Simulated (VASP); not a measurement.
# Al3Ru2 (I4/mmm) in VASP: notebook

The runs below take Al3Ru2 through single point, with PBEsol.

Everything below comes from runs of VASP 6.6.1. Logs are shortened: lines on timing, memory, paths and dates and some standing lists are left out, and cuts for length are marked.

## (1) The cell of the first run

The structure is tetragonal, space group I4/mmm (No. 139). The conventional cell has a = 2.981 Å, b = 2.981 Å, c = 14.508 Å, α = 90.00°, β = 90.00°, γ = 90.00°. Within 3.4 Å of Al (site symmetry 4/mmm) lie 8 Ru at 2.60 Å and 6 Al at 2.80 to 2.98 Å. Al (site symmetry 4mm) has 5 Ru at 2.47 to 2.94 Å and 9 Al at 2.68 to 2.98 Å within 3.3 Å. Within 3.3 Å of Ru (site symmetry 4mm) lie 9 Al at 2.47 to 2.94 Å and 5 Ru at 2.98 to 3.04 Å.

## (2) Single point, PBEsol (biaxial strain in the a-b plane: -3.0 %)

Input file INCAR:

```
PREC = Accurate
ENCUT = 520
EDIFF = 1E-6
ISMEAR = 0
SIGMA = 0.1
LREAL = False
LASPH = True
NELM = 60
ALGO = Fast
ISIF = 2
LWAVE = False
LCHARG = True
GGA = PS
LELF = True
LVHAR = True
NBANDS = 48
```

Input file KPOINTS:

```
regular mesh
0
Gamma
  12 12 4
```

Input file POSCAR:

```
Al3Ru2
1.0
    2.9811619142      0.0000000000      0.0000000000
    0.0000000000      2.9811619142      0.0000000000
    0.0000000000      0.0000000000     14.5081946478
Al Ru
6 4
Direct
    0.0000000000      0.0000000000      0.0000000000
    0.5000000000      0.5000000000      0.3069641050
    0.0000000000      0.0000000000      0.1930358950
    0.5000000000      0.5000000000      0.5000000000
    0.0000000000      0.0000000000      0.8069641050
    0.5000000000      0.5000000000      0.6930358950
    0.5000000000      0.5000000000      0.1046344189
    0.0000000000      0.0000000000      0.3953655811
    0.0000000000      0.0000000000      0.6046344189
    0.5000000000      0.5000000000      0.8953655811
```

Potentials or basis: VASP PAW PBE potentials, release 64 (Al, Ru_pv).

Started as:

```bash
> cat potpaw_PBE.64/Al/POTCAR potpaw_PBE.64/Ru_pv/POTCAR > POTCAR
> mpirun -np 1 vasp_std > vasp.out
```

OUTCAR:

```text
PREC = Accurate
   ENCUT = 520
   EDIFF = 1E-6
   ISMEAR = 0
   LREAL = False
   LASPH = True
   NELM = 60
   ISIF = 2
   GGA = PS

 ion  position               nearest neighbor table
   1  0.000  0.000  0.000-   7 2.60  10 2.60   7 2.60  10 2.60   7 2.60  10 2.60   7 2.60  10 2.60
                             3 2.80   5 2.80
   2  0.500  0.500  0.307-   8 2.47   8 2.47   8 2.47   8 2.47   3 2.68   3 2.68   3 2.68   3 2.68
                             4 2.80   7 2.94
   3  0.000  0.000  0.193-   7 2.47   7 2.47   7 2.47   7 2.47   2 2.68   2 2.68   2 2.68   2 2.68
                             1 2.80   8 2.94
   4  0.500  0.500  0.500-   8 2.60   9 2.60   8 2.60   9 2.60   8 2.60   9 2.60   8 2.60   9 2.60
                             2 2.80   6 2.80
   5  0.000  0.000  0.807-  10 2.47  10 2.47  10 2.47  10 2.47   6 2.68   6 2.68   6 2.68   6 2.68
                             1 2.80   9 2.94
   6  0.500  0.500  0.693-   9 2.47   9 2.47   9 2.47   9 2.47   5 2.68   5 2.68   5 2.68   5 2.68
                             4 2.80  10 2.94
   7  0.500  0.500  0.105-   3 2.47   3 2.47   3 2.47   3 2.47   1 2.60   1 2.60   1 2.60   1 2.60
                             2 2.94  10 3.04
   8  0.000  0.000  0.395-   2 2.47   2 2.47   2 2.47   2 2.47   4 2.60   4 2.60   4 2.60   4 2.60
                             3 2.94   9 3.04
   9  0.000  0.000  0.605-   6 2.47   6 2.47   6 2.47   6 2.47   4 2.60   4 2.60   4 2.60   4 2.60
                             5 2.94   8 3.04
  10  0.500  0.500  0.895-   5 2.47   5 2.47   5 2.47   5 2.47   1 2.60   1 2.60   1 2.60   1 2.60
                             6 2.94   7 3.04

  LATTYP: Found a simple tetragonal cell.
 ALAT       =     2.9811619142
 C/A-ratio  =     4.8666241772

  Lattice vectors:

 A1 = (   2.9811619142,   0.0000000000,   0.0000000000)
 A2 = (   0.0000000000,   2.9811619142,   0.0000000000)
 A3 = (   0.0000000000,   0.0000000000,  14.5081946478)

Analysis of symmetry for initial positions (statically):
=====================================================================
 Subroutine PRICEL returns following result:

  LATTYP: Found a body centered tetragonal cell.
 ALAT       =     2.9811619142
 C/A-ratio  =     4.8666241772

  Lattice vectors:

 A1 = (  -1.4905809571,   1.4905809571,   7.2540973239)
 A2 = (   1.4905809571,  -1.4905809571,   7.2540973239)
 A3 = (   1.4905809571,   1.4905809571,  -7.2540973239)

   2 primitive cells build up your supercell.

 Routine SETGRP: Setting up the symmetry group for a
 simple tetragonal supercell.

 Subroutine GETGRP returns: Found 16 space group operations
 (whereof 16 operations were pure point group operations)
 out of a pool of 16 trial point group operations.

The static configuration has the point symmetry D_4h.

Analysis of symmetry for dynamics (positions and initial velocities):
=====================================================================
 Subroutine PRICEL returns following result:

  LATTYP: Found a body centered tetragonal cell.
 ALAT       =     2.9811619142
 C/A-ratio  =     4.8666241772

  Lattice vectors:

 A1 = (  -1.4905809571,   1.4905809571,   7.2540973239)
 A2 = (   1.4905809571,  -1.4905809571,   7.2540973239)
 A3 = (   1.4905809571,   1.4905809571,  -7.2540973239)

   2 primitive cells build up your supercell.

 Routine SETGRP: Setting up the symmetry group for a
 simple tetragonal supercell.

 Subroutine GETGRP returns: Found 16 space group operations
 (whereof 16 operations were pure point group operations)
 out of a pool of 16 trial point group operations.

The dynamic configuration has the point symmetry D_4h.

 Subroutine INISYM returns: Found 16 space group operations
 (whereof 16 operations are pure point group operations),
 and found     2 'primitive' translations

----------------------------------------------------------------------------------------

                                     Primitive cell

  volume of cell :      64.4695

  direct lattice vectors                    reciprocal lattice vectors
    -1.490580957  1.490580957  7.254097324     0.000000000  0.335439680  0.068926564
     1.490580957 -1.490580957  7.254097324     0.335439680  0.000000000  0.068926564
     1.490580957  1.490580957 -7.254097324     0.335439680  0.335439680 -0.000000000

  length of vectors
     7.554177067  7.554177067  7.554177067     0.342448026  0.342448026  0.474383346

  position of ions in fractional coordinates (direct lattice)
     0.000000000  0.000000000  0.000000000
     0.806964105  0.806964105  1.000000000
     0.193035895  0.193035895  1.000000000
     0.604634419  0.604634419  1.000000000
     0.395365581  0.395365581  1.000000000

  ion indices of the primitive-cell ions
   primitive index   ion index
                 1           1
                 2           5
                 3           3
                 4           9
                 5           8

[... 47 lines left out ...]
   PREC   = accura    normal or accurate (medium, high low for compatibility)
   ISTART =      0    job   : 0-new  1-cont  2-samecut
   ICHARG =      2    charge: 1-file 2-atom 10-const
   ISPIN  =      1    spin polarized calculation?
   LNONCOLLINEAR =      F non collinear calculations
   LSORBIT =      F    spin-orbit coupling
   LASPH  =      T    aspherical Exc in radial PAW
   ENCUT  =  520.0 eV  38.22 Ry    6.18 a.u.   5.54  5.54 26.98*2*pi/ulx,y,z
   NELM   =     60;   NELMIN=  2; NELMDL= -5     # of ELM steps
   EDIFF  = 0.1E-05   stopping-criterion for ELM
   LREAL  =      F    real-space projection
   EDIFFG = 0.1E-04   stopping-criterion for IOM
   NSW    =      0    number of steps for IOM
   IBRION =     -1    ionic relax: 0-MD 1-quasi-New 2-CG
   NFREE  =      0    steps in history (QN), initial steepest desc. (CG)
   ISIF   =      2    stress and relaxation
   ISYM   =      2    0-nonsym 1-usesym 2-fastsym
   POTIM  = 0.5000    time-step for ionic-motion
   TEBEG  =    0.0;   TEEND  =   0.0 temperature during run
   PSTRESS=    0.0 pullay stress
   NELECT =      74.0000    total number of electrons
   NUPDOWN=      -1.0000    fix difference up-down
   EMIN   =  10.00;   EMAX   =-10.00  energy-range for DOS
   EFERMI =   0.00;   METHOD = LEGACY
   ISMEAR =     0;   SIGMA  =   0.10  broadening in eV -4-tet -1-fermi 0-gaus
   EFERMI_NEDOS =   21; number of points for ismear=-14 and -15
   IALGO  =     68    algorithm
   IMIX   =      4    mixing-type and parameters
     AMIX     =   0.40;   BMIX     =  1.00
     AMIX_MAG =   1.60;   BMIX_MAG =  1.00
  volume/ion in A,a.u.               =      12.89        87.01
  Fermi-wavevector in a.u.,A,eV,Ry     =   1.360475  2.570925 25.182918  1.850892
  Thomas-Fermi vector in A             =   2.487134
   LORBIT       =      0    0 simple, 1 ext, 2 COOP (PROOUT), +10 PAW based schemes
   GGA     = PS    functional components
   LHFCALC =     F    Hartree Fock is set to
   AEXX    =    0.0000 exact exchange contribution
   IVDW    =     0    specifies the selected vdW correction
   LEPSILON=     F    determine dielectric tensor
   LRPA    =     F    only Hartree local field effects (RPA)
 non-spin polarized calculation
 RMM-DIIS sequential band-by-band and
 Gauss-broadening in eV      SIGMA  =   0.10
  energy-cutoff  :      520.00
  volume of cell :      128.94
 maximum number of plane-waves:      3510
 NGX is ok and might be reduce to    24
   NGX = 11   NGY = 11   NGZ = 53

 number of electron      73.9999981 magnetization

 Free energy of the ion-electron system (eV)
  ---------------------------------------------------
  ext. energy  EPLUGINS =         0.00000000
  ---------------------------------------------------
  free energy    TOTEN  =       -71.65601843 eV

  energy without entropy =      -71.63915835  energy(sigma->0) =      -71.64758839

 E-fermi :  11.0826     XC(G=0): -12.5257

 val. band max:       11.0772734171   @ k =   0.4167   0.3333   0.2500
 cond. band min:      11.0857393387   @ k =   0.3333   0.2500   0.5000
 fundamental gap:      0.0084659216
 Fermi energy:        11.0826264851

 k-point     1 :       0.0000    0.0000    0.0000
  band No.  band energies     occupation
      1     -30.8672      2.00000
      2     -30.8656      2.00000
      3     -30.7757      2.00000
      4     -30.7741      2.00000
      5     -30.7377      2.00000
      6     -30.7377      2.00000
[... 40 lines left out ...]
     47      17.2756      0.00000
     48      17.3330      0.00000
[... 1171 lines left out ...]
     47      15.5321      0.00000
     48      15.5458      0.00000

 [... further k-points ...]
[... 5 lines left out ...]
  --------------------------------------------------------------------------------------
  -------------------------------------------------------------------------------------
  Total       10.7861699     10.7861699      2.7024498      0.0000000      0.0000000      0.0000000
  in kB      134.0273210    134.0273210     33.5802339      0.0000000      0.0000000      0.0000000
  external PRESSURE =     100.5449586 kB  Pullay stress =       0.0000000 kB

 VOLUME and BASIS-vectors are now :
 -----------------------------------------------------------------------------
  energy-cutoff  :      520.00
  volume of cell :      128.94
      direct lattice vectors                 reciprocal lattice vectors
     2.981161914  0.000000000  0.000000000     0.335439680  0.000000000  0.000000000
     0.000000000  2.981161914  0.000000000     0.000000000  0.335439680  0.000000000
     0.000000000  0.000000000 14.508194648     0.000000000  0.000000000  0.068926564

 POSITION                                       TOTAL-FORCE (eV/Angst)
 -----------------------------------------------------------------------------------
      0.00000      0.00000      0.00000        -0.000000     -0.000000      0.000000
      1.49058      1.49058      4.45349         0.000000     -0.000000     -0.059549
      0.00000      0.00000      2.80060         0.000000     -0.000000      0.059549
      1.49058      1.49058      7.25410         0.000000     -0.000000     -0.000000
      0.00000      0.00000     11.70759        -0.000000     -0.000000     -0.059549
      1.49058      1.49058     10.05470         0.000000     -0.000000      0.059549
      1.49058      1.49058      1.51806        -0.000000     -0.000000     -0.129278
      0.00000      0.00000      5.73604        -0.000000      0.000000      0.129278
      0.00000      0.00000      8.77215        -0.000000      0.000000     -0.129278
      1.49058      1.49058     12.99014        -0.000000     -0.000000      0.129278
 -----------------------------------------------------------------------------------
    total drift:                                0.000000     -0.000000      0.000000

  FREE ENERGIE OF THE ION-ELECTRON SYSTEM (eV)
  ---------------------------------------------------
  free  energy   TOTEN  =       -71.6560184329 eV

  energy  without entropy=      -71.6391583540  energy(sigma->0) =      -71.64758839
```

Run time: 15 min. Hardware: 1 thread of Oxide Virtual Turin-like, shared host; peak memory 0.47 GiB.

What came out:

- Free energy: -71.6560 eV
- Pressure: 10.1 GPa
- Largest force: 0.129 eV/Å
- Band gap on the k mesh: zero (band 37 reaches 12.48 eV, above the bottom of band 38 at 10.43 eV)

Forces in eV/Å, atoms in the order of the input:
```
Al   0.000  0.000  0.000
Al   0.000  0.000 -0.060
Al   0.000  0.000  0.060
Al   0.000  0.000  0.000
Al   0.000  0.000 -0.060
Al   0.000  0.000  0.060
Ru   0.000  0.000 -0.129
Ru   0.000  0.000  0.129
Ru   0.000  0.000 -0.129
Ru   0.000  0.000  0.129
```

Levels at points of the mesh, in eV from the Fermi level:
```
           k point  band 34  band 35  band 36  band 37  band 38  band 39  band 40  band 41  band 42  band 43
(0.00, 0.00, 0.00)    -0.56    -0.03    -0.02     0.08     0.09     2.15     3.13     4.08     4.95     4.95
(0.50, 0.00, 0.00)    -1.72    -1.04    -1.04    -0.33    -0.33     1.44     1.44     1.95     1.95     4.09
(0.50, 0.50, 0.00)     0.51     0.54     0.54     1.40     1.40     1.44     1.44     2.14     2.14     2.25
(0.00, 0.00, 0.50)    -0.68    -0.03    -0.03     0.09     0.09     2.46     2.46     5.25     5.25     5.29
(0.50, 0.00, 0.50)    -1.72    -1.04    -1.04    -0.33    -0.33     1.42     1.42     1.95     1.95     4.01
(0.50, 0.50, 0.50)     0.70     1.39     1.39     1.39     1.39     1.40     1.40     1.44     1.44     2.01
```

Caveat: the cell differs from its parent crystal (biaxial strain in the a-b plane: -3.0 %); the PAW data sets were made with another functional, which shifts forces and pressure a little.

## (3) Single point, PBEsol

This run uses another cell than the first one, of 13.46 Å³/atom, 1.044 times its volume.

Input file INCAR:

```
SYSTEM = Al3Ru2
PREC = Accurate
ENCUT = 520
EDIFF = 1E-6
ISMEAR = 0
SIGMA = 0.1
LREAL = .FALSE.
LASPH = .TRUE.
NELM = 60
ALGO = Fast
ISIF = 2
LWAVE = .FALSE.
LCHARG = .FALSE.
GGA = PS
NBANDS = 48
```

Input file KPOINTS:

```
Automatic mesh
0
G
  12 12 4
  0 0 0
```

Input file POSCAR:

```
Al3Ru2
1.0
    3.0733627982      0.0000000000      0.0000000000
    0.0000000000      3.0733627982      0.0000000000
    0.0000000000      0.0000000000     14.2516646835
Al Ru
6 4
Direct
    0.0000000000      0.0000000000      0.0000000000
    0.5000000000      0.5000000000      0.3062567814
    0.0000000000      0.0000000000      0.1937432186
    0.5000000000      0.5000000000      0.5000000000
    0.0000000000      0.0000000000      0.8062567814
    0.5000000000      0.5000000000      0.6937432186
    0.5000000000      0.5000000000      0.1056584131
    0.0000000000      0.0000000000      0.3943415869
    0.0000000000      0.0000000000      0.6056584131
    0.5000000000      0.5000000000      0.8943415869
```

Potentials or basis: VASP PAW PBE potentials, release 64 (Al, Ru_pv).

Started as:

```bash
> cat potpaw_PBE.64/Al/POTCAR potpaw_PBE.64/Ru_pv/POTCAR > POTCAR
> mpirun -np 1 vasp_std > vasp.out
```

It took 17 min on 1 thread of Oxide Virtual Turin-like, shared host; peak memory 0.48 GiB.

Results (log left out):

| Quantity | Value |
| --- | --- |
| Free energy | -71.9549 eV |
| Pressure | 0.1 GPa |
| Largest force | 0.055 eV/Å |
| Band gap on the k mesh | zero (band 37 reaches 11.68 eV, above the bottom of band 38 at 9.81 eV) |

Forces in eV/Å, atoms in the order of the input:
```
Al   0.000  0.000  0.000
Al   0.000  0.000 -0.047
Al   0.000  0.000  0.047
Al   0.000  0.000  0.000
Al   0.000  0.000 -0.047
Al   0.000  0.000  0.047
Ru   0.000  0.000 -0.055
Ru   0.000  0.000  0.055
Ru   0.000  0.000 -0.055
Ru   0.000  0.000  0.055
```

Stress tensor (GPa, compression positive):
```
-0.04  0.00  0.00
 0.00 -0.04  0.00
 0.00  0.00  0.28
```

Levels at points of the mesh, in eV from the Fermi level:
```tsv
k point	band 35	band 36	band 37	band 38	band 39	band 40	band 41	band 42
(0.00, 0.00, 0.00)	-0.25	-0.23	-0.12	-0.11	2.39	3.40	4.33	4.33
(0.50, 0.00, 0.00)	-1.11	-1.11	-0.37	-0.37	1.31	1.31	1.59	1.59
(0.50, 0.50, 0.00)	0.63	0.63	1.08	1.08	1.13	1.13	1.98	1.98
(0.00, 0.00, 0.50)	-0.24	-0.24	-0.11	-0.11	2.71	2.71	4.70	4.70
(0.50, 0.00, 0.50)	-1.11	-1.11	-0.37	-0.37	1.29	1.29	1.59	1.59
(0.50, 0.50, 0.50)	1.08	1.08	1.13	1.13	1.35	1.35	1.35	1.35
```

Caveat: the PAW data sets were made with another functional, which shifts forces and pressure a little.

## (4) Single point, PBEsol (equal strain along all axes, cell held: +1.5 %, then relaxed in part)

Input file INCAR:

```
SYSTEM = Al3Ru2
PREC = Accurate ; ENCUT = 520
EDIFF = 1E-7 ; ISMEAR = 0
SIGMA = 0.1 ; LREAL = .FALSE.
LASPH = .TRUE. ; NELM = 80
ALGO = Fast ; ISIF = 2
LWAVE = .FALSE. ; LCHARG = .TRUE.
GGA = PS ; LELF = .TRUE.
LVHAR = .TRUE. ; NBANDS = 48
```

KPOINTS is that of step 3.

Input file POSCAR:

```
Al3Ru2
1.0
    3.1194632402      0.0000000000      0.0000000000
    0.0000000000      3.1194632402      0.0000000000
    0.0000000000      0.0000000000     14.4654396538
Al Ru
6 4
Direct
    0.0000000000      0.0000000000      0.0000000000
    0.5000000000      0.5000000000      0.3071283676
    0.0000000000      0.0000000000      0.1928716324
    0.5000000000      0.5000000000      0.5000000000
    0.0000000000      0.0000000000      0.8071283676
    0.5000000000      0.5000000000      0.6928716324
    0.5000000000      0.5000000000      0.1055024362
    0.0000000000      0.0000000000      0.3944975638
    0.0000000000      0.0000000000      0.6055024362
    0.5000000000      0.5000000000      0.8944975638
```

Started as:

```bash
> cat potpaw_PBE.64/Al/POTCAR potpaw_PBE.64/Ru_pv/POTCAR > POTCAR
> mpirun -np 1 vasp_std > vasp.out
```

It took 19 min on 1 thread of Oxide Virtual Turin-like, shared host; peak memory 0.49 GiB.

It converged, with:

```yaml
Free_energy: -71.8051 eV
Pressure: -7.7 GPa
Largest_force: 0.007 eV/Å
Band_gap_on_the_k_mesh: zero (band 37 reaches 11.04 eV, above the bottom of band 38 at 9.26 eV)
```

Forces in eV/Å, atoms in the order of the input:
```
Al   0.000  0.000  0.000
Al   0.000  0.000 -0.007
Al   0.000  0.000  0.007
Al   0.000  0.000  0.000
Al   0.000  0.000 -0.007
Al   0.000  0.000  0.007
Ru   0.000  0.000 -0.004
Ru   0.000  0.000  0.004
Ru   0.000  0.000 -0.004
Ru   0.000  0.000  0.004
```

Stress tensor (GPa, compression positive):
```
-8.04  0.00  0.00
 0.00 -8.04  0.00
 0.00  0.00 -6.97
```

Levels at points of the mesh, in eV from the Fermi level:
```tsv
k point	band 36	band 37	band 38	band 39	band 40	band 41
(0.00, 0.00, 0.00)	-0.24	-0.14	-0.13	2.24	3.23	4.19
(0.50, 0.00, 0.00)	-1.04	-0.35	-0.35	1.21	1.21	1.46
(0.50, 0.50, 0.00)	0.62	0.98	0.98	1.03	1.03	1.89
(0.00, 0.00, 0.50)	-0.25	-0.13	-0.13	2.55	2.55	4.55
(0.50, 0.00, 0.50)	-1.04	-0.35	-0.35	1.20	1.20	1.47
(0.50, 0.50, 0.50)	0.98	1.03	1.03	1.30	1.30	1.30
```

Caveat: the cell differs from its parent crystal (equal strain along all axes, cell held: +1.5 %, then relaxed in part); the PAW data sets were made with another functional, which shifts forces and pressure a little.

## (5) The runs side by side

```tsv
cell	further INCAR settings	gap on the mesh (eV)	pressure (GPa)	largest force (eV/Å)
a = 2.981, b = 2.981, c = 14.508 Å, 10 atoms	ALGO = Fast; EDIFF = 1e-06; NBANDS = 48	none	10.1	0.13
a = 3.073, b = 3.073, c = 14.252 Å, 10 atoms	ALGO = Fast; EDIFF = 1e-06; NBANDS = 48	none	0.1	0.05
a = 3.119, b = 3.119, c = 14.465 Å, 10 atoms	ALGO = Fast; EDIFF = 1e-07; NBANDS = 48	none	-7.7	0.01
```

Alike in all rows: task single point; level PBEsol; potentials or basis VASP PAW PBE potentials, release 64 (Al, Ru_pv); no spin polarisation; k mesh 12 × 12 × 4; cutoff (eV) 520; smearing gaussian 0.1 eV.

Caveats: the PAW data sets were made with another functional, which shifts forces and pressure a little.

Absolute energies hang on the potentials; compare differences alone.
